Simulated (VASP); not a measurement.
# ZrNbTe3: single point with PBE

ZrNbTe3:

```
Zr Nb Te
1.0
     6.37509    0.00000    0.00000
    -3.18754    5.52099    0.00000
     0.00000    0.00000    4.93440
Zr Nb Te
1 1 3
Direct
  0.00000 0.00000 0.00000
  0.00000 0.00000 0.50000
  0.46448 0.00000 0.00000
  0.00000 0.46448 0.00000
  0.53552 0.53552 0.00000
```

```
Program             : VASP 6.6.1
Task                : single point
Functional          : PBE
Potentials or basis : VASP PAW PBE potentials, release 64 (Zr_sv, Nb_sv, Te)
Cutoff              : 520 eV
k mesh              : 3 × 3 × 4
Occupations         : gaussian, width 0.1 eV
Spin                : no spin polarisation
```

| Quantity | Value |
| --- | --- |
| Pressure | 0.2 GPa |
| Largest force | 0.015 eV/Å |

Forces in eV/Å, atoms in the order of the input:
```
Zr   0.000  0.000  0.000
Nb   0.000  0.000  0.000
Te   0.015  0.000  0.000
Te  -0.007  0.013  0.000
Te  -0.007 -0.013  0.000
```

Stress tensor (GPa, compression positive):
```
 0.26  0.00  0.00
 0.00  0.26  0.00
 0.00  0.00 -0.07
```

Levels at points of the mesh, in eV from the Fermi level:
```tsv
k point	band 18	band 19	band 20	band 21	band 22	band 23	band 24	band 25	band 26	band 27
(0.00, 0.00, 0.00)	-2.37	-1.00	-0.32	-0.32	-0.17	-0.17	0.51	1.47	1.47	2.67
(0.00, 0.00, 0.50)	-0.39	-0.12	-0.12	0.27	0.27	0.97	0.97	0.99	0.99	1.03
```

It took 68 s on 1 thread of Intel(R) Xeon(R) Platinum 8488C (Sapphire Rapids) (shared host), peak memory 0.31 GiB.

Caveat: the k points lie up to 0.38 Å⁻¹ apart; spin-orbit coupling is left out, which moves the levels of the heavy elements.
